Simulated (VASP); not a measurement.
# HfO2: single point with PBE

Crystal: HfO2.

```xyz
12
Lattice="5.2938 0.0000 0.0000 0.0000 5.0690 0.0000 0.0000 0.0000 5.1010" Properties=species:S:1:pos:R:3 pbc="T T T"
Hf    5.1210    3.7191    3.8272
Hf    0.1728    1.3499    1.2767
Hf    2.4741    1.3499    3.8272
Hf    2.8197    3.7191    1.2767
O     3.3597    4.7264    4.5581
O     1.9341    0.3426    2.0076
O     0.7128    0.3426    4.5581
O     4.5810    4.7264    2.0076
O     4.0803    2.3459    0.0008
O     1.2135    2.7231    2.5513
O     1.4334    2.7231    0.0008
O     3.8604    2.3459    2.5513
```

| Property | Result |
| --- | --- |
| Program | VASP 6.6.1 |
| Task | single point |
| Functional | PBE |
| Potentials or basis | VASP PAW PBE potentials, release 64 (Hf_pv, O) |
| Cutoff | 520 eV |
| k mesh | 4 × 4 × 4 |
| Occupations | gaussian, width 0.01 eV |
| Spin | no spin polarisation |
| Dipole correction | no |
| Further INCAR settings | ALGO = Normal; EDIFF = 1e-07; NBANDS = 56 |

The pressure is -3.1 GPa and the largest force is 0.055 eV/Å. The band gap on the k mesh is 4.36 eV (least direct gap 4.57 eV).

Forces in eV/Å, atoms in the order of the input:
```
Hf  -0.043  0.007 -0.033
Hf   0.043 -0.007 -0.033
Hf  -0.043 -0.007 -0.033
Hf   0.043  0.007 -0.033
O    0.013  0.012  0.011
O   -0.013 -0.012  0.011
O    0.013 -0.012  0.011
O   -0.013  0.012  0.011
O    0.022  0.037  0.022
O   -0.022 -0.037  0.022
O    0.022 -0.037  0.022
O   -0.022  0.037  0.022
```

Stress tensor (GPa, compression positive):
```
-3.16  0.00  0.00
 0.00 -3.14  0.00
 0.00  0.00 -3.05
```

Levels at points of the mesh, in eV from the valence-band top:
| k point | band 40 | band 41 | band 42 | band 43 | band 44 | band 45 | band 46 | band 47 | band 48 | band 49 |
| --- | --- | --- | --- | --- | --- | --- | --- | --- | --- | --- |
| (0.00, 0.00, 0.00) | -1.00 | -0.72 | -0.22 | -0.11 | 0.00 | 4.79 | 5.03 | 5.18 | 5.53 | 5.61 |
| (0.50, 0.00, 0.00) | -0.79 | -0.70 | -0.70 | -0.39 | -0.39 | 5.04 | 5.04 | 5.46 | 5.46 | 5.56 |
| (0.00, 0.50, 0.00) | -0.84 | -0.79 | -0.43 | -0.17 | -0.15 | 4.42 | 4.76 | 4.85 | 5.40 | 5.45 |
| (0.50, 0.50, 0.00) | -1.06 | -0.67 | -0.67 | -0.48 | -0.48 | 4.60 | 4.60 | 5.00 | 5.00 | 5.51 |
| (0.00, 0.00, 0.50) | -0.94 | -0.37 | -0.37 | -0.27 | -0.27 | 4.51 | 4.51 | 5.14 | 5.14 | 5.89 |
| (0.50, 0.00, 0.50) | -1.42 | -0.69 | -0.69 | -0.69 | -0.69 | 5.03 | 5.03 | 5.03 | 5.03 | 6.01 |
| (0.00, 0.50, 0.50) | -1.40 | -0.96 | -0.96 | -0.35 | -0.35 | 4.44 | 4.44 | 4.78 | 4.78 | 5.83 |
| (0.50, 0.50, 0.50) | -1.50 | -0.84 | -0.84 | -0.84 | -0.84 | 4.56 | 4.56 | 4.56 | 4.56 | 5.74 |

Run time: 3.2 min on 1 thread of Intel(R) Xeon(R) Platinum 8259CL CPU @ 2.50GHz (Skylake/Cascade Lake) (shared host), peak memory 0.33 GiB.

Caveat: the cell stands under tension; spin-orbit coupling is left out, which moves the levels of the heavy elements. A k mesh can miss the band edges.
